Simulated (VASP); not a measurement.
# CsNaP2: single point with PBE

CsNaP2:

```
Cs Na P
1.0
     4.05434    0.00000    0.00000
     0.00000    4.05434    0.00000
     0.00000    0.00000    7.09954
Cs Na P
1 1 2
Direct
  0.00000 0.00000 0.50000
  0.00000 0.00000 0.00000
  0.50000 0.50000 0.14601
  0.50000 0.50000 0.85399
```

| Quantity | Value |
| --- | --- |
| Program | VASP 6.6.1 |
| Task | single point |
| Functional | PBE |
| Potentials or basis | VASP PAW PBE potentials, release 64 (Cs_sv, Na_sv, P) |
| Cutoff | 970 eV |
| k mesh | 4 × 4 × 4 |
| Occupations | gaussian, width 0.1 eV |
| Spin | no spin polarisation |

The pressure is 0.0 GPa, the largest force is 0.070 eV/Å and the band gap on the k mesh is zero (bands 14 and 15 overlap by 2.03 eV).

Forces on the atoms (eV/Å):
```
Cs   0.000  0.000  0.000
Na   0.000  0.000  0.000
P    0.000  0.000 -0.070
P    0.000  0.000  0.070
```

Levels at points of the mesh, in eV from the Fermi level:
```tsv
k point	band 12	band 13	band 14	band 15	band 16	band 17
(0.00, 0.00, 0.00)	-1.78	-1.78	0.93	0.93	1.47	2.18
(0.50, 0.00, 0.00)	-2.85	-1.65	-0.57	1.43	2.32	3.03
(0.50, 0.50, 0.00)	-3.35	-3.17	-0.98	-0.98	1.82	3.07
(0.00, 0.00, 0.50)	-1.85	-1.85	0.78	1.18	1.18	2.35
(0.50, 0.00, 0.50)	-3.12	-1.61	-1.32	1.20	2.93	3.16
(0.50, 0.50, 0.50)	-3.53	-2.66	-0.37	-0.37	1.28	2.95
```

Run time: 64 s on 1 thread of Intel(R) Xeon(R) Platinum 8488C (Sapphire Rapids), with other jobs on the host, peak memory 0.41 GiB.

Caveat: the k points lie up to 0.39 Å⁻¹ apart, too coarse for converged energies and pressures of a metal; spin-orbit coupling is left out, which moves the levels of the heavy elements.
